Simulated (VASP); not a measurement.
# CdSe (F-43m) in VASP: further runs, part 2 of 2

VASP 6.6.1. The steps go on from the part before.

## 4. Single point, PBE

This run uses another cell than the first one, of 28.36 Å³/atom, 1.043 times its volume.

The input, INCAR:

```
ALGO     = Normal         # electronic algorithm
EDIFF    = 1E-7           # SCF threshold, eV
ENCUT    = 520            # plane-wave cutoff, eV
GGA      = PE             # functional
ISIF     = 2              # what is computed and relaxed
ISMEAR   = 0              # smearing method
LASPH    = True           # aspherical terms in the spheres
LCHARG   = False          # write CHGCAR
LREAL    = False          # projectors in reciprocal space
LWAVE    = False          # write WAVECAR
NBANDS   = 16             # bands
NELM     = 100            # most SCF steps
PREC     = Accurate       # precision mode
SIGMA    = 0.01           # smearing width, eV
```

The input, KPOINTS:

```
k-points
0
Gamma
  6 6 6
```

The input, POSCAR:

```
CdSe
1.0
    0.0000000000      3.0496635402      3.0496635402
    3.0496635402      0.0000000000      3.0496635402
    3.0496635402      3.0496635402      0.0000000000
Cd Se
1 1
Direct
    0.0000000000      0.0000000000      0.0000000000
    0.7500000000      0.7500000000      0.7500000000
```

Potentials or basis: VASP PAW PBE potentials, release 64 (Cd, Se).

Started as:

```
$ cat potpaw_PBE.64/Cd/POTCAR potpaw_PBE.64/Se/POTCAR > POTCAR
$ mpirun -np 1 vasp_std > vasp.out
```

OUTCAR:

```text
EDIFF = 1E-7
   ENCUT = 520
   GGA = PE
   ISIF = 2
   ISMEAR = 0
   LASPH = True
   LREAL = False
   NELM = 100
   PREC = Accurate

 ion  position               nearest neighbor table
   1  0.000  0.000  0.000-   2 2.64   2 2.64   2 2.64   2 2.64
   2  0.750  0.750  0.750-   1 2.64   1 2.64   1 2.64   1 2.64

  LATTYP: Found a face centered cubic cell.
 ALAT       =     6.0993270804

  Lattice vectors:

 A1 = (   0.0000000000,   3.0496635402,   3.0496635402)
 A2 = (   3.0496635402,   0.0000000000,   3.0496635402)
 A3 = (   3.0496635402,   3.0496635402,   0.0000000000)

Analysis of symmetry for initial positions (statically):
=====================================================================
 Subroutine PRICEL returns:
 Original cell was already a primitive cell.

 Routine SETGRP: Setting up the symmetry group for a
 face centered cubic supercell.

 Subroutine GETGRP returns: Found 24 space group operations
 (whereof 24 operations were pure point group operations)
 out of a pool of 48 trial point group operations.

The static configuration has the point symmetry T_d .

[... 149 lines left out ...]
  energy without entropy =       -5.47121545  energy(sigma->0) =       -5.47121545

 E-fermi :   0.9998     XC(G=0):  -8.8460

 val. band max:        0.8792634455   @ k =   0.0000   0.0000   0.0000
 cond. band min:       1.4694568618   @ k =   0.0000   0.0000   0.0000
 fundamental gap:      0.5901934164
 Fermi energy:         0.9997508767

 k-point     1 :       0.0000    0.0000    0.0000
  band No.  band energies     occupation
      1     -11.6671      2.00000
      2      -7.0306      2.00000
      3      -7.0306      2.00000
      4      -7.0306      2.00000
      5      -6.6653      2.00000
      6      -6.6653      2.00000
[... 281 lines left out ...]
      3      -6.8281      2.00000
      4      -6.7266      2.00000
      5      -6.6382      2.00000
      6      -6.2189      2.00000
[... 8 lines left out ...]
     15      13.6868      0.00000
     16      13.7994      0.00000

------------------------ aborting loop because EDIFF is reached ----------------------------------------

  FORCE on cell =-STRESS in cart. coord.  units (eV):
  Direction    XX          YY          ZZ          XY          YZ          ZX
  --------------------------------------------------------------------------------------
  -------------------------------------------------------------------------------------
  Total        0.9482080      0.9482080      0.9482080     -0.0000000      0.0000000     -0.0000000
  in kB       26.7811018     26.7811018     26.7811018     -0.0000000      0.0000000     -0.0000000
  external PRESSURE =      26.7811018 kB  Pullay stress =       0.0000000 kB

 VOLUME and BASIS-vectors are now :
 -----------------------------------------------------------------------------
  energy-cutoff  :      520.00
  volume of cell :       56.73
      direct lattice vectors                 reciprocal lattice vectors
     0.000000000  3.049663540  3.049663540    -0.163952513  0.163952513  0.163952513
     3.049663540  0.000000000  3.049663540     0.163952513 -0.163952513  0.163952513
     3.049663540  3.049663540  0.000000000     0.163952513  0.163952513 -0.163952513

 POSITION                                       TOTAL-FORCE (eV/Angst)
 -----------------------------------------------------------------------------------
      0.00000      0.00000      0.00000        -0.000000      0.000000      0.000000
      4.57450      4.57450      4.57450         0.000000     -0.000000     -0.000000
 -----------------------------------------------------------------------------------
    total drift:                                0.000000      0.000000      0.000000

  FREE ENERGIE OF THE ION-ELECTRON SYSTEM (eV)
  ---------------------------------------------------
  free  energy   TOTEN  =        -5.4712154495 eV

  energy  without entropy=       -5.4712154495  energy(sigma->0) =       -5.47121545
```

OSZICAR:

```text
N       E                     dE             d eps       ncg     rms          rms(c)
DAV:   1     0.106582496548E+03    0.10658E+03   -0.86306E+03   520   0.994E+02
DAV:   2    -0.168276493988E+01   -0.10827E+03   -0.10283E+03   608   0.249E+02
DAV:   3    -0.583121831177E+01   -0.41485E+01   -0.41402E+01   616   0.499E+01
DAV:   4    -0.584908244450E+01   -0.17864E-01   -0.17863E-01   608   0.333E+00
DAV:   5    -0.584919024713E+01   -0.10780E-03   -0.10780E-03   680   0.227E-01    0.612E+00
DAV:   6    -0.549211986117E+01    0.35707E+00   -0.53820E-01   728   0.879E+00    0.486E+00
DAV:   7    -0.546994713214E+01    0.22173E-01   -0.14520E-01   584   0.253E+00    0.208E+00
DAV:   8    -0.547091003475E+01   -0.96290E-03   -0.13711E-02   568   0.142E+00    0.252E-01
DAV:   9    -0.547109695524E+01   -0.18692E-03   -0.14293E-03   592   0.488E-01    0.460E-02
DAV:  10    -0.547116547016E+01   -0.68515E-04   -0.15611E-04   640   0.155E-01    0.428E-02
DAV:  11    -0.547121507995E+01   -0.49610E-04   -0.81656E-05   584   0.571E-02    0.158E-02
DAV:  12    -0.547121488123E+01    0.19873E-06   -0.21269E-06   592   0.182E-02    0.541E-03
DAV:  13    -0.547121546021E+01   -0.57898E-06   -0.16360E-06   624   0.667E-03    0.272E-03
DAV:  14    -0.547121544949E+01    0.10720E-07   -0.40097E-08   480   0.154E-03
   1 F= -.54712154E+01 E0= -.54712154E+01  d E =-.702337E-67
```

stdout:

```text
POSCAR found type information on POSCAR CdSe
 POSCAR found :  2 types and       2 ions
 scaLAPACK will be used
 LDA part: xc-table for (Slater+PW92), standard interpolation
 POSCAR, INCAR and KPOINTS ok, starting setup
 FFT: planning ... GRIDC
 FFT: planning ... GRID_SOFT
 FFT: planning ... GRID
 WAVECAR not read
 entering main loop
```

It took 8.2 s on 1 thread of Intel Xeon Platinum 8559C (Emerald Rapids), shared host; peak memory 0.18 GiB.

What came out:

```
Free energy            : -5.4712 eV
Pressure               : 2.7 GPa
Band gap on the k mesh : 0.59 eV, direct
```

## 5. Single point, PBE

This run uses another cell than the first one, of 29.52 Å³/atom, 1.085 times its volume.

The input, INCAR:

```
PREC     = Accurate       # precision mode
ENCUT    = 520            # plane-wave cutoff, eV
EDIFF    = 1E-6           # SCF threshold, eV
ISMEAR   = 0              # smearing method
SIGMA    = 0.01           # smearing width, eV
LREAL    = False          # projectors in reciprocal space
LASPH    = True           # aspherical terms in the spheres
NELM     = 100            # most SCF steps
ALGO     = Normal         # electronic algorithm
ISIF     = 2              # what is computed and relaxed
LWAVE    = False          # write WAVECAR
LCHARG   = False          # write CHGCAR
GGA      = PE             # functional
NBANDS   = 16             # bands
```

The input, KPOINTS:

```
Automatic mesh
0
Gamma
  6 6 6
```

The input, POSCAR:

```
CdSe
1.0
    0.0000000000      3.0906035065      3.0906035065
    3.0906035065      0.0000000000      3.0906035065
    3.0906035065      3.0906035065      0.0000000000
Cd Se
1 1
Direct
    0.0000000000      0.0000000000      0.0000000000
    0.7500000000      0.7500000000      0.7500000000
```

Started as:

```
$ cat potpaw_PBE.64/Cd/POTCAR potpaw_PBE.64/Se/POTCAR > POTCAR
$ mpirun -np 1 vasp_std > vasp.out
```

Run time: 10 s. Hardware: 1 thread of Intel Xeon Platinum 8559C (Emerald Rapids), shared host; peak memory 0.2 GiB.

It converged, with:

```yaml
Free_energy: -5.4943 eV
Pressure: 0.6 GPa
Band_gap_on_the_k_mesh: 0.51 eV, direct
```

Levels at points of the mesh, in eV from the valence-band top:
| k point | band 5 | band 6 | band 7 | band 8 | band 9 | band 10 | band 11 | band 12 | band 13 | band 14 |
| --- | --- | --- | --- | --- | --- | --- | --- | --- | --- | --- |
| (0.00, 0.00, 0.00) | -7.46 | -7.46 | 0.00 | 0.00 | 0.00 | 0.51 | 5.93 | 5.93 | 5.93 | 9.59 |
| (0.50, 0.00, 0.00) | -7.44 | -7.20 | -4.12 | -0.68 | -0.68 | 2.33 | 6.43 | 6.43 | 7.28 | 9.91 |
| (0.50, 0.50, 0.00) | -7.41 | -7.14 | -3.87 | -1.69 | -1.69 | 3.22 | 3.70 | 8.89 | 9.93 | 9.93 |

## 6. Single point, PBE

This run uses another cell than the first one, of 30.10 Å³/atom, 1.106 times its volume.

The input, INCAR:

```
SYSTEM = CdSe
PREC = Accurate ; ENCUT = 520
EDIFF = 1E-6 ; ISMEAR = 0
SIGMA = 0.01 ; LREAL = .False.
LASPH = .True. ; NELM = 100
ALGO = Normal ; ISIF = 2
LWAVE = .False. ; LCHARG = .False.
GGA = PE ; NBANDS = 16
```

The input, KPOINTS:

```
regular mesh
0
Gamma
  6 6 6
  0 0 0
```

The input, POSCAR:

```
CdSe
1.0
    0.0000000000      3.1106729228      3.1106729228
    3.1106729228      0.0000000000      3.1106729228
    3.1106729228      3.1106729228      0.0000000000
Cd Se
1 1
Direct
    0.0000000000      0.0000000000      0.0000000000
    0.7500000000      0.7500000000      0.7500000000
```

Potentials or basis: VASP PAW PBE potentials, release 64 (Cd, Se).

Started as:

```
$ cat potpaw_PBE.64/Cd/POTCAR potpaw_PBE.64/Se/POTCAR > POTCAR
$ mpirun -np 1 vasp_std > vasp.out
```

It took 10 s on 1 thread of Intel Xeon Platinum 8559C (Emerald Rapids), shared host; peak memory 0.2 GiB.

It converged, with:

- Free energy: -5.4954 eV
- Pressure: -0.3 GPa
- Band gap on the k mesh: 0.47 eV, direct

Levels at points of the mesh, in eV from the valence-band top:
```csv
k point,band 7,band 8,band 9,band 10,band 11,band 12
"(0.00, 0.00, 0.00)",0.00,0.00,0.00,0.47,5.92,5.92
"(0.50, 0.00, 0.00)",-4.01,-0.66,-0.66,2.30,6.42,6.42
"(0.50, 0.50, 0.00)",-3.78,-1.63,-1.63,3.25,3.67,8.81
```

As with any semilocal functional, this PBE gap is likely too small.

## 7. Single point, PBE

This run uses another cell than the first one, of 30.68 Å³/atom, 1.128 times its volume.

The input, INCAR:

```
SYSTEM = CdSe
ALGO     = Normal         ! electronic algorithm
EDIFF    = 1E-6           ! SCF threshold, eV
ENCUT    = 520            ! plane-wave cutoff, eV
GGA      = PE             ! functional
ISIF     = 2              ! what is computed and relaxed
ISMEAR   = 0              ! smearing method
LASPH    = .TRUE.         ! aspherical terms in the spheres
LCHARG   = .FALSE.        ! write CHGCAR
LREAL    = .FALSE.        ! projectors in reciprocal space
LWAVE    = .FALSE.        ! write WAVECAR
NBANDS   = 16             ! bands
NELM     = 80             ! most SCF steps
PREC     = Accurate       ! precision mode
SIGMA    = 0.01           ! smearing width, eV
```

The input, KPOINTS:

```
k-points
0
G
  6 6 6
  0 0 0
```

The input, POSCAR:

```
CdSe
1.0
    0.0000000000      3.1304866603      3.1304866603
    3.1304866603      0.0000000000      3.1304866603
    3.1304866603      3.1304866603      0.0000000000
Cd Se
1 1
Direct
    0.0000000000      0.0000000000      0.0000000000
    0.7500000000      0.7500000000      0.7500000000
```

Started as:

```
$ cat potpaw_PBE.64/Cd/POTCAR potpaw_PBE.64/Se/POTCAR > POTCAR
$ mpirun -np 1 vasp_std > vasp.out
```

It took 10 s on 1 thread of Intel Xeon Platinum 8559C (Emerald Rapids), shared host; peak memory 0.2 GiB.

It converged, with:

| Item | Value |
| --- | --- |
| Free energy | -5.4904 eV |
| Pressure | -1.1 GPa |
| Band gap on the k mesh | 0.43 eV, direct |

Levels at points of the mesh, in eV from the valence-band top:
```
           k point  band 5  band 6  band 7  band 8  band 9  band 10  band 11  band 12  band 13  band 14
(0.00, 0.00, 0.00)   -7.40   -7.40    0.00    0.00    0.00     0.43     5.92     5.92     5.92     9.43
(0.50, 0.00, 0.00)   -7.38   -7.16   -3.91   -0.63   -0.63     2.27     6.41     6.41     7.15     9.81
(0.50, 0.50, 0.00)   -7.35   -7.11   -3.70   -1.58   -1.58     3.29     3.64     8.73     9.70     9.70
```

A hybrid or GW would open this gap; PBE tends to underestimate it.

## 8. The runs side by side

```csv
cell,gap on the mesh (eV),pressure (GPa)
"a = 4.253 Å, angles 60.0°, 2 atoms",0.68,5.3
"a = 4.283 Å, angles 60.0°, 2 atoms",0.63,3.9
"a = 4.313 Å, angles 60.0°, 2 atoms",0.59,2.7
"a = 4.371 Å, angles 60.0°, 2 atoms",0.51,0.6
"a = 4.399 Å, angles 60.0°, 2 atoms",0.47,-0.3
"a = 4.427 Å, angles 60.0°, 2 atoms",0.43,-1.1
```

Alike in all rows: task single point; level PBE; potentials or basis VASP PAW PBE potentials, release 64 (Cd, Se); no spin polarisation; k mesh 6 × 6 × 6; cutoff (eV) 520; smearing gaussian 0.01 eV.

Absolute energies hang on the potentials; compare differences alone.
